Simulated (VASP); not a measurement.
TeO5: single point with PBE

TeO5:

```
Te O
1.0
     4.26655    0.00000    0.00000
    -2.13327    3.69494    0.00000
     0.00000    0.00000    6.16144
Te O
1 5
Direct
  0.00000 0.00000 0.50000
  0.33333 0.66667 0.00000
  0.66667 0.33333 0.00000
  0.50000 0.00000 0.50000
  0.00000 0.50000 0.50000
  0.50000 0.50000 0.50000
```

The cell was generated, and may not be a known phase.

```yaml
Program: VASP 6.6.1
Task: single point
Functional: PBE
Potentials_or_basis: VASP PAW PBE potentials, release 64 (Te, O)
Cutoff: 520 eV
k_mesh: 12 × 12 × 6
Occupations: gaussian, width 0.1 eV
Spin: no spin polarisation
```

| Property | Result |
| --- | --- |
| Pressure | -0.5 GPa |
| Band gap on the k mesh | zero (bands 18 and 19 overlap by 0.56 eV) |

Stress tensor (GPa, compression positive):
```
-0.60  0.00  0.00
 0.00 -0.60  0.00
 0.00  0.00 -0.18
```

Levels at points of the mesh, in eV from the Fermi level:
```csv
k point,band 15,band 16,band 17,band 18,band 19,band 20,band 21,band 22
"(0.00, 0.00, 0.00)",-1.10,-0.86,0.15,0.30,0.30,1.12,1.12,1.41
"(0.50, 0.00, 0.00)",-1.47,-0.49,-0.29,-0.18,0.02,0.33,0.74,0.94
"(0.00, 0.00, 0.50)",-1.17,-1.10,0.17,0.30,0.30,1.12,1.12,1.30
"(0.50, 0.00, 0.50)",-1.34,-0.72,-0.37,-0.21,0.04,0.38,0.74,0.93
```

Run time: 2.2 min on 1 thread of AMD EPYC 9R45 96-Core Processor (Zen 5), on a shared host, peak memory 0.28 GiB.

Caveat: spin-orbit coupling is left out, which moves the levels of the heavy elements; this functional lacks dispersion, which binds layers or chains, so the pressure and a relaxed spacing across them are unreliable.
